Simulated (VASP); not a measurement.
Set up this calculation in VASP 6.6.1, as the native input.

```
Task                   : relaxation of cell and atoms
Functional             : PBEsol
Potentials or basis    : VASP PAW PBE potentials, release 64 (Si, Mo_sv)
Cutoff                 : 600 eV
k mesh                 : 18 × 18 × 18
Occupations            : gaussian, width 0.1 eV
Spin                   : no spin polarisation
Target pressure        : 20 GPa
Dipole correction      : no
Further INCAR settings : ALGO = Normal; EDIFF = 1e-06; IBRION = 2; EDIFFG = -0.008; NSW = 70; ISIF = 3
```

The structure of Si2Mo lies in POSCAR:

```
Si2Mo
1.0
   -1.5522547803      1.5522547803      3.8167817751
    1.5522547803     -1.5522547803      3.8167817751
    1.5522547803      1.5522547803     -3.8167817751
Si Mo
2 1
Direct
    0.3344895593      0.3344895593      0.0000000000
    0.6655104407      0.6655104407      0.0000000000
    0.0000000000      0.0000000000      0.0000000000
```

One way to write it, as run:

INCAR

```
ALGO     = Normal         # electronic algorithm
EDIFF    = 1E-6           # SCF threshold, eV
EDIFFG   = -0.008         # ionic threshold
ENCUT    = 600            # plane-wave cutoff, eV
GGA      = PS             # functional
IBRION   = 2              # ionic algorithm
ISIF     = 3              # what is computed and relaxed
ISMEAR   = 0              # smearing method
LASPH    = T              # aspherical terms in the spheres
LCHARG   = F              # write CHGCAR
LREAL    = F              # projectors in reciprocal space
LWAVE    = F              # write WAVECAR
NELM     = 80             # most SCF steps
NSW      = 70             # ionic steps
PREC     = Accurate       # precision mode
PSTRESS  = 200.0        
SIGMA    = 0.1            # smearing width, eV
```

KPOINTS

```
k-points
0
Gamma
  18 18 18
```

Potentials or basis: VASP PAW PBE potentials, release 64 (Si, Mo_sv).

The run is started by

```console
$ cat potpaw_PBE.64/Si/POTCAR potpaw_PBE.64/Mo_sv/POTCAR > POTCAR
$ mpirun -np 1 vasp_std > vasp.out
```

Results of the run:

```json
{
  "Relaxed volume": "12.30 Å³/atom",
  "Relaxed cell": "a = 4.412 Å, b = 4.412 Å, c = 4.412 Å, α = 138.79°, β = 138.79°, γ = 59.69°",
  "Space group after relaxing (to 0.1 Å)": "I4/mmm (No. 139)",
  "Energy change on relaxing (the run minimises the enthalpy)": "-4.9 meV/atom",
  "Ionic steps": "6",
  "Pressure after relaxing": "20.0 GPa",
  "Band gap on the k mesh": "zero (bands 11 and 12 overlap by 1.02 eV)"
}
```

Caveat: the cell is relaxed towards a set pressure, so the run minimises the enthalpy, not the energy; the PAW data sets were made with another functional, which shifts forces and pressure a little.

Run time: 28 min on 1 thread of Intel Xeon 8259CL, on a shared host, peak memory 0.48 GiB.
